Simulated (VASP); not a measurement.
# LiCl (Pm-3m) in VASP: a series of runs

The runs below take LiCl through single point, relaxation of cell and atoms, with r2SCAN.

Program: VASP 6.6.1. These are calculated values, not measurements. Logs are shortened: lines on timing, memory, paths and dates and some standing lists are left out, and cuts for length are marked.

## Step 1: The cell of the first run

The structure is cubic, space group Pm-3m (No. 221). The conventional cell has a = 3.272 Å, b = 3.272 Å, c = 3.272 Å, α = 90.00°, β = 90.00°, γ = 90.00°. Within 3.7 Å of Li (site symmetry m-3m) lie 8 Cl at 2.83 Å and 6 Li at 3.27 Å. Within 3.7 Å of Cl (site symmetry m-3m) lie 8 Li at 2.83 Å and 6 Cl at 3.27 Å.

## Step 2: Single point, r2SCAN

Input file POSCAR:

```
LiCl
1.0
    3.2718446951      0.0000000000      0.0000000000
    0.0000000000      3.2718446951      0.0000000000
    0.0000000000      0.0000000000      3.2718446951
Li Cl
1 1
Direct
    0.0000000000      0.0000000000      0.0000000000
    0.5000000000      0.5000000000      0.5000000000
```

Input file INCAR.step1:

```
SYSTEM = LiCl
PREC = Accurate ; ENCUT = 520
ISMEAR = 0 ; SIGMA = 0.02
LREAL = .FALSE. ; LASPH = .TRUE.
NELM = 100 ; NBANDS = 12
GGA = PE ; ALGO = Normal
EDIFF = 1E-4 ; LWAVE = .TRUE.
LCHARG = .FALSE.
```

Input file INCAR.step2:

```
SYSTEM = LiCl
PREC = Accurate ; ENCUT = 520
EDIFF = 1E-6 ; ISMEAR = 0
SIGMA = 0.02 ; LREAL = .FALSE.
LASPH = .TRUE. ; NELM = 100
ALGO = Normal ; ISIF = 2
LWAVE = .FALSE. ; LCHARG = .FALSE.
METAGGA = R2SCAN ; LMIXTAU = .TRUE.
NBANDS = 12 ; ISTART = 1
```

Input file KPOINTS:

```
regular mesh
0
G
  8 8 8
  0 0 0
```

Potentials or basis: VASP PAW PBE potentials, release 64 (Li_sv, Cl).

Started as:

```sh
cat potpaw_PBE.64/Li_sv/POTCAR potpaw_PBE.64/Cl/POTCAR > POTCAR
cp INCAR.step1 INCAR
mpirun -np 1 vasp_std > vasp.out
cp INCAR.step2 INCAR
mpirun -np 1 vasp_std > vasp.out
```

OUTCAR:

```text
SYSTEM = LiCl
   PREC = Accurate
   ENCUT = 520
   EDIFF = 1E-6
   ISMEAR = 0
   LREAL = .FALSE.
   LASPH = .TRUE.
   NELM = 100
   ISIF = 2
   METAGGA = R2SCAN
   ISTART = 1

 ion  position               nearest neighbor table
   1  0.000  0.000  0.000-
   2  0.500  0.500  0.500-

  LATTYP: Found a simple cubic cell.
 ALAT       =     3.2718446951

  Lattice vectors:

 A1 = (   3.2718446951,   0.0000000000,   0.0000000000)
 A2 = (   0.0000000000,   3.2718446951,   0.0000000000)
 A3 = (   0.0000000000,   0.0000000000,   3.2718446951)

Analysis of symmetry for initial positions (statically):
=====================================================================
 Subroutine PRICEL returns:
 Original cell was already a primitive cell.

 Routine SETGRP: Setting up the symmetry group for a
 simple cubic supercell.

 Subroutine GETGRP returns: Found 48 space group operations
 (whereof 48 operations were pure point group operations)
 out of a pool of 48 trial point group operations.

The static configuration has the point symmetry O_h .

Analysis of symmetry for dynamics (positions and initial velocities):
=====================================================================
 Subroutine PRICEL returns:
 Original cell was already a primitive cell.

 Routine SETGRP: Setting up the symmetry group for a
 simple cubic supercell.

 Subroutine GETGRP returns: Found 48 space group operations
 (whereof 48 operations were pure point group operations)
 out of a pool of 48 trial point group operations.

The dynamic configuration has the point symmetry O_h .

 Subroutine INISYM returns: Found 48 space group operations
 (whereof 48 operations are pure point group operations),
 and found     1 'primitive' translations

----------------------------------------------------------------------------------------

                                     Primitive cell

  volume of cell :      35.0250

  direct lattice vectors                    reciprocal lattice vectors
     3.271844695  0.000000000  0.000000000     0.305637979  0.000000000  0.000000000
     0.000000000  3.271844695  0.000000000     0.000000000  0.305637979  0.000000000
     0.000000000  0.000000000  3.271844695     0.000000000  0.000000000  0.305637979

  length of vectors
     3.271844695  3.271844695  3.271844695     0.305637979  0.305637979  0.305637979

  position of ions in fractional coordinates (direct lattice)
     0.000000000  0.000000000  0.000000000
     0.500000000  0.500000000  0.500000000

  ion indices of the primitive-cell ions
   primitive index   ion index
                 1           1
                 2           2

----------------------------------------------------------------------------------------

 KPOINTS: regular mesh

Automatic generation of k-mesh.
 Grid dimensions read from file:
 generate k-points for:    8    8    8

 Generating k-lattice:

  Cartesian coordinates                     Fractional coordinates (reciprocal lattice)
     0.038204747  0.000000000  0.000000000     0.125000000  0.000000000  0.000000000
     0.000000000  0.038204747  0.000000000     0.000000000  0.125000000  0.000000000
     0.000000000  0.000000000  0.038204747     0.000000000  0.000000000  0.125000000

  Length of vectors
     0.038204747  0.038204747  0.038204747

  Shift w.r.t. Gamma in fractional coordinates (k-lattice)
     0.000000000  0.000000000  0.000000000

 Subroutine IBZKPT returns following result:
 ===========================================

 Found     35 irreducible k-points:

 Following reciprocal coordinates:
            Coordinates               Weight
  0.000000  0.000000  0.000000      1.000000
  0.125000  0.000000  0.000000      6.000000
  0.250000  0.000000  0.000000      6.000000
  0.375000  0.000000  0.000000      6.000000
  0.500000  0.000000  0.000000      3.000000
  0.125000  0.125000  0.000000     12.000000
[... 16 lines left out ...]
  0.375000  0.375000  0.125000     24.000000
  0.500000  0.375000  0.125000     24.000000
 [... further k-points ...]
   k-points           NKPTS =     35   k-points in BZ     NKDIM =     35   number of bands    NBANDS=     12
   number of dos      NEDOS =    301   number of ions     NIONS =      2
   total plane-waves  NPLWV =  13824
   dimension x,y,z NGX =    24 NGY =   24 NGZ =   24
   dimension x,y,z NGXF=    48 NGYF=   48 NGZF=   48
   ions per type =               1   1
   NGX,Y,Z   is equivalent  to a cutoff of  12.19, 12.19, 12.19 a.u.
   NGXF,Y,Z  is equivalent  to a cutoff of  24.39, 24.39, 24.39 a.u.
 SYSTEM =  LiCl
   PREC   = accura    normal or accurate (medium, high low for compatibility)
   ISTART =      1    job   : 0-new  1-cont  2-samecut
   ICHARG =      0    charge: 1-file 2-atom 10-const
   ISPIN  =      1    spin polarized calculation?
   LNONCOLLINEAR =      F non collinear calculations
   LSORBIT =      F    spin-orbit coupling
   LASPH  =      T    aspherical Exc in radial PAW
   ENCUT  =  520.0 eV  38.22 Ry    6.18 a.u.   6.08  6.08  6.08*2*pi/ulx,y,z
   NELM   =    100;   NELMIN=  2; NELMDL=  0     # of ELM steps
   EDIFF  = 0.1E-05   stopping-criterion for ELM
   LREAL  =      F    real-space projection
   EDIFFG = 0.1E-04   stopping-criterion for IOM
   NSW    =      0    number of steps for IOM
   IBRION =     -1    ionic relax: 0-MD 1-quasi-New 2-CG
   NFREE  =      0    steps in history (QN), initial steepest desc. (CG)
   ISIF   =      2    stress and relaxation
   ISYM   =      2    0-nonsym 1-usesym 2-fastsym
   POTIM  = 0.5000    time-step for ionic-motion
   TEBEG  =    0.0;   TEEND  =   0.0 temperature during run
   PSTRESS=    0.0 pullay stress
   NELECT =      10.0000    total number of electrons
   NUPDOWN=      -1.0000    fix difference up-down
   EMIN   =  10.00;   EMAX   =-10.00  energy-range for DOS
   EFERMI =   0.00;   METHOD = LEGACY
   ISMEAR =     0;   SIGMA  =   0.02  broadening in eV -4-tet -1-fermi 0-gaus
   EFERMI_NEDOS =   21; number of points for ismear=-14 and -15
   IALGO  =     38    algorithm
   IMIX   =      4    mixing-type and parameters
     AMIX     =   0.40;   BMIX     =  1.00
     AMIX_MAG =   1.60;   BMIX_MAG =  1.00
  volume/ion in A,a.u.               =      17.51       118.18
  Fermi-wavevector in a.u.,A,eV,Ry     =   1.077992  2.037109 15.810874  1.162066
  Thomas-Fermi vector in A             =   2.213919
   LORBIT       =      0    0 simple, 1 ext, 2 COOP (PROOUT), +10 PAW based schemes
   METAGGA = R2SCAN    functional components
   LHFCALC =     F    Hartree Fock is set to
   AEXX    =    0.0000 exact exchange contribution
   IVDW    =     0    specifies the selected vdW correction
   LEPSILON=     F    determine dielectric tensor
   LRPA    =     F    only Hartree local field effects (RPA)
 non-spin polarized calculation
 Gauss-broadening in eV      SIGMA  =   0.02
  energy-cutoff  :      520.00
  volume of cell :       35.02
 maximum number of plane-waves:       968
   NGX = 13   NGY = 13   NGZ = 13

 number of electron      10.0000013 magnetization

 Free energy of the ion-electron system (eV)
  ---------------------------------------------------
  ext. energy  EPLUGINS =         0.00000000
  ---------------------------------------------------
  free energy    TOTEN  =       -11.96212471 eV

  energy without entropy =      -11.96212471  energy(sigma->0) =      -11.96212471

 E-fermi :   1.3703     XC(G=0):  -9.0089

 val. band max:        1.2201342761   @ k =   0.5000   0.5000   0.0000
 cond. band min:       6.6086735498   @ k =   0.0000   0.0000   0.0000
 fundamental gap:      5.3885392736
 Fermi energy:         1.3703348858

 k-point     1 :       0.0000    0.0000    0.0000
  band No.  band energies     occupation
      1     -45.4548      2.00000
      2     -13.6316      2.00000
      3       0.3752      2.00000
      4       0.3752      2.00000
      5       0.3752      2.00000
      6       6.6087      0.00000
      7      10.6024      0.00000
      8      10.6024      0.00000
      9      15.7115      0.00000
     10      15.7115      0.00000
     11      15.7115      0.00000
     12      19.0123      0.00000

 k-point     2 :       0.1250    0.0000    0.0000
  band No.  band energies     occupation
      1     -45.4544      2.00000
      2     -13.5616      2.00000
      3      -0.2405      2.00000
      4       0.4404      2.00000
      5       0.4404      2.00000
      6       6.9741      0.00000
      7      10.7916      0.00000
      8      11.0231      0.00000
      9      14.9653      0.00000
     10      14.9653      0.00000
     11      15.7673      0.00000
     12      19.1272      0.00000

 k-point     3 :       0.2500    0.0000    0.0000
  band No.  band energies     occupation
      1     -45.4535      2.00000
      2     -13.3837      2.00000
      3      -1.4327      2.00000
      4       0.6045      2.00000
      5       0.6045      2.00000
      6       7.4939      0.00000
      7      11.3327      0.00000
      8      11.7386      0.00000
      9      13.6589      0.00000
     10      13.6589      0.00000
     11      16.6548      0.00000
     12      19.4302      0.00000
[... 286 lines left out ...]
 k-point    23 :       0.3750    0.3750    0.1250
  band No.  band energies     occupation
      1     -45.4504      2.00000
      2     -12.6839      2.00000
      3      -1.8562      2.00000
      4      -1.7910      2.00000
      5       0.6158      2.00000
      6       8.0453      0.00000
      7      10.2373      0.00000
      8      10.9880      0.00000
      9      13.5813      0.00000
     10      15.0931      0.00000
     11      16.5839      0.00000
     12      18.4841      0.00000

 k-point    24 :       0.5000    0.3750    0.1250
  band No.  band energies     occupation
      1     -45.4501      2.00000
      2     -12.6001      2.00000
      3      -2.1792      2.00000
      4      -1.7234      2.00000
      5       0.6926      2.00000
      6       7.6163      0.00000
      7      10.5335      0.00000
      8      10.7294      0.00000
      9      13.8415      0.00000
     10      15.0776      0.00000
     11      16.6229      0.00000
     12      17.8421      0.00000

 [... further k-points ...]

------------------------ aborting loop because EDIFF is reached ----------------------------------------

  FORCE on cell =-STRESS in cart. coord.  units (eV):
  Direction    XX          YY          ZZ          XY          YZ          ZX
  --------------------------------------------------------------------------------------
  -------------------------------------------------------------------------------------
  Total       -0.1285263     -0.1285263     -0.1285263     -0.0000000     -0.0000000      0.0000000
  in kB       -5.8792860     -5.8792860     -5.8792860     -0.0000000     -0.0000000      0.0000000
  external PRESSURE =      -5.8792860 kB  Pullay stress =       0.0000000 kB

 VOLUME and BASIS-vectors are now :
 -----------------------------------------------------------------------------
  energy-cutoff  :      520.00
  volume of cell :       35.02
      direct lattice vectors                 reciprocal lattice vectors
     3.271844695  0.000000000  0.000000000     0.305637979  0.000000000  0.000000000
     0.000000000  3.271844695  0.000000000     0.000000000  0.305637979  0.000000000
     0.000000000  0.000000000  3.271844695     0.000000000  0.000000000  0.305637979

 POSITION                                       TOTAL-FORCE (eV/Angst)
 -----------------------------------------------------------------------------------
      0.00000      0.00000      0.00000         0.000000      0.000000      0.000000
      1.63592      1.63592      1.63592         0.000000      0.000000      0.000000
 -----------------------------------------------------------------------------------
    total drift:                                0.000000     -0.000000     -0.000000

  FREE ENERGIE OF THE ION-ELECTRON SYSTEM (eV)
  ---------------------------------------------------
  free  energy   TOTEN  =       -11.9621247079 eV

  energy  without entropy=      -11.9621247079  energy(sigma->0) =      -11.96212471
```

Run time: 62 s. Hardware: 1 thread of Intel Xeon 8259CL, shared host; peak memory 0.14 GiB.

Results:

```
Free energy            : -11.9621 eV
Band gap on the k mesh : 5.39 eV (least direct gap 5.97 eV)
```

Caveat: the cutoff is under 1.25 times the usual one of these potentials, so pressure, stress and relaxed cells hold a basis-set (Pulay) error; the PAW data sets were made with another functional, which shifts forces and pressure a little.

## Step 3: Relaxation of cell and atoms, r2SCAN

POSCAR is that of step 2.

Input file INCAR.step1:

```
PREC = Accurate
ENCUT = 600
ISMEAR = 0
SIGMA = 0.02
LREAL = False
LASPH = True
NELM = 80
GGA = PE
ALGO = Normal
EDIFF = 1E-4
LWAVE = True
LCHARG = False
```

Input file INCAR.step2:

```
PREC = Accurate
ENCUT = 600
EDIFF = 1E-7
ISMEAR = 0
SIGMA = 0.02
LREAL = False
LASPH = True
NELM = 80
ALGO = Normal
ISIF = 3
LWAVE = False
LCHARG = False
METAGGA = R2SCAN
LMIXTAU = True
IBRION = 2
NSW = 80
EDIFFG = -0.01
ISTART = 1
```

Input file KPOINTS:

```
Automatic mesh
0
Gamma
  8 8 8
```

Potentials or basis: VASP PAW PBE potentials, release 64 (Li_sv, Cl).

Started as:

```sh
cat potpaw_PBE.64/Li_sv/POTCAR potpaw_PBE.64/Cl/POTCAR > POTCAR
cp INCAR.step1 INCAR
mpirun -np 1 vasp_std > vasp.out
cp INCAR.step2 INCAR
mpirun -np 1 vasp_std > vasp.out
```

It took 3.7 min on 1 thread of Intel Xeon 8259CL, shared host; peak memory 0.16 GiB.

Results (log left out):

```
Free energy                           : -11.9655 eV
Relaxed volume                        : 17.31 Å³/atom
Relaxed cell                          : a = 3.259 Å, b = 3.259 Å, c = 3.259 Å, α = 90.00°, β = 90.00°, γ = 90.00°
Space group after relaxing (to 0.1 Å) : Pm-3m (No. 221)
Energy gained by relaxing             : 0.3 meV/atom
Ionic steps                           : 3
Pressure after relaxing               : 0.0 GPa
Band gap on the k mesh                : 5.43 eV (least direct gap 5.95 eV)
```

The path:
```tsv
step	energy change (eV)	largest force (eV/Å)	pressure (GPa)	volume (Å³)
1	0.0000	0.0000	-0.46	35.02
2	-0.0005	0.0000	-0.20	34.77
3	-0.0007	0.0000	-0.04	34.62
```

Final structure:
```
Li Cl
1.0
     3.25912    0.00000    0.00000
     0.00000    3.25912    0.00000
     0.00000    0.00000    3.25912
Li Cl
1 1
Cartesian
  0.0000 0.0000 0.0000
  1.6296 1.6296 1.6296
```

Levels at points of the mesh, in eV from the valence-band top:
```csv
k point,band 2,band 3,band 4,band 5,band 6,band 7,band 8,band 9
"(0.00, 0.00, 0.00)",-14.91,-0.86,-0.86,-0.86,5.43,9.36,9.36,14.55
"(0.50, 0.00, 0.00)",-14.37,-4.07,-0.37,-0.37,6.69,10.74,11.05,11.05
"(0.50, 0.50, 0.00)",-13.83,-3.47,-3.47,0.00,5.95,10.86,10.86,11.51
"(0.50, 0.50, 0.50)",-13.35,-2.60,-2.60,-2.60,5.78,5.78,5.78,13.60
```

Caveat: the cutoff is under 1.25 times the usual one of these potentials, so pressure, stress and relaxed cells hold a basis-set (Pulay) error; the PAW data sets were made with another functional, which shifts forces and pressure a little. A k mesh can miss the band edges.
